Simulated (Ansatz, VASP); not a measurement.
# One calculation of Mo, two programs

```
Mo
1.0
     2.73551    0.00000    0.00000
    -1.36776    2.36902    0.00000
     0.00000    0.00000    2.55518
Mo
1
Direct
  0.00000 0.00000 0.50000
```

Alike in both runs: task single point; functional LDA; k mesh 18 × 18 × 18; occupations gaussian, width 0.15 eV; no spin polarisation.

|  | VASP | Ansatz |
| --- | --- | --- |
| version | VASP 6.6.1 | Ansatz 0.2.0 |
| potentials or method | VASP PAW LDA potentials, release 64 (Mo_sv), cutoff 520 eV | scalar-relativistic, plane waves, PAW |
| valence electrons in the cell | 14 | 14 |

Ansatz gave:

| Quantity | Value |
| --- | --- |
| gap on the k mesh at the Fermi level (eV) | none |
| pressure (GPa) | -8.0 |
| traceless stress, the component that is largest in VASP (GPa) | -5.01 |

What did VASP give for the same quantities?

gap on the k mesh at the Fermi level (eV): none; pressure (GPa): -7.1; traceless stress, the component that is largest in VASP (GPa): -4.93.

LDA's correlation is that of Perdew and Zunger in VASP and of Perdew and Wang (1992) in Ansatz. A gap of «none» marks a metal or a gap that the smearing closes.
